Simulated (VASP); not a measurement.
Input of a VASP 6.6.1 run:

The input INCAR:

```
SYSTEM = Au
  PREC = Accurate
  ENCUT = 520
  EDIFF = 1E-6
  ISMEAR = -1
  SIGMA = 0.05
  LREAL = .False.
  LASPH = .True.
  NELM = 100
  ALGO = Normal
  ISIF = 2
  LWAVE = .False.
  LCHARG = .False.
  LDIPOL = .True.
  IDIPOL = 3
  DIPOL = 0.5 0.5 0.500
  GGA = PE
  NBANDS = 36
```

The input KPOINTS:

```
regular mesh
0
Gamma
  12 9 1
  0 0 0
```

Contents of POSCAR:

```
Au
1.0
    2.9400990585      0.0000000000      0.0000000000
    0.0000000000      4.1579279633      0.0000000000
    0.0000000000      0.0000000000     21.8802000000
Au
5
Direct
    0.0000000000      0.0000000000      0.3656274140
    0.5000000000      0.5000000000      0.4328137068
    0.0000000000      0.0000000000      0.5000000000
    0.5000000000      0.5000000000      0.5671862932
    0.0000000000      0.0000000000      0.6343725860
```

Potentials or basis: VASP PAW PBE potentials, release 64 (Au).

The run is started by

```bash
$ cat potpaw_PBE.64/Au/POTCAR > POTCAR
$ mpirun -np 1 vasp_std > vasp.out
```

Problem. What does it give for the band gap on the k mesh?

Solution. Zero (an odd number of electrons rules out a gap without spin polarisation).

Problem. Predict the largest force.

Solution. 0.465 eV/Å.

Forces on the atoms (eV/Å):
```
Au   0.000  0.000  0.399
Au   0.000  0.000 -0.465
Au   0.000  0.000  0.000
Au   0.000  0.000  0.465
Au   0.000  0.000 -0.399
```

Caveat: spin-orbit coupling is left out, which moves the levels of the heavy elements.
